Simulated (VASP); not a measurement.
Write the native input for VASP 6.6.1 that does the following.

| Quantity | Value |
| --- | --- |
| Task | single point |
| Functional | PBE |
| Potentials or basis | VASP PAW PBE potentials, release 64 (Yb) |
| Cutoff | 520 eV |
| k mesh | 13 × 13 × 13 |
| Occupations | fermi-dirac, width 0.05 eV |
| Spin | no spin polarisation |
| Dipole correction | no |
| Further INCAR settings | ALGO = Normal; EDIFF = 1e-06; NBANDS = 18 |

The structure of Yb lies in POSCAR:

```
Yb
1.0
    0.0000000000      2.5223914897      2.5223914897
    2.5223914897      0.0000000000      2.5223914897
    2.5223914897      2.5223914897      0.0000000000
Yb
1
Direct
    0.0000000000      0.0000000000      0.0000000000
```

One way to write it, as run:

INCAR

```
PREC     = Accurate       # precision mode
ENCUT    = 520            # plane-wave cutoff, eV
EDIFF    = 1E-6           # SCF threshold, eV
ISMEAR   = -1             # smearing method
SIGMA    = 0.05           # smearing width, eV
LREAL    = F              # projectors in reciprocal space
LASPH    = T              # aspherical terms in the spheres
NELM     = 80             # most SCF steps
ALGO     = Normal         # electronic algorithm
ISIF     = 2              # what is computed and relaxed
LWAVE    = F              # write WAVECAR
LCHARG   = F              # write CHGCAR
GGA      = PE             # functional
NBANDS   = 18             # bands
```

KPOINTS

```
regular mesh
0
Gamma
  13 13 13
```

Potentials or basis: VASP PAW PBE potentials, release 64 (Yb).

Launch:

```console
$ cat potpaw_PBE.64/Yb/POTCAR > POTCAR
$ mpirun -np 1 vasp_std > vasp.out
```

It gave:

* Pressure: 2.0 GPa
* Band gap on the k mesh: zero (bands 12 and 13 overlap by 0.03 eV)

Caveat: spin-orbit coupling is left out, which moves the levels of the heavy elements.

Run time: 41 s on 1 thread of Intel(R) Xeon(R) 6975P-C (Granite Rapids), on a shared host, peak memory 0.2 GiB.
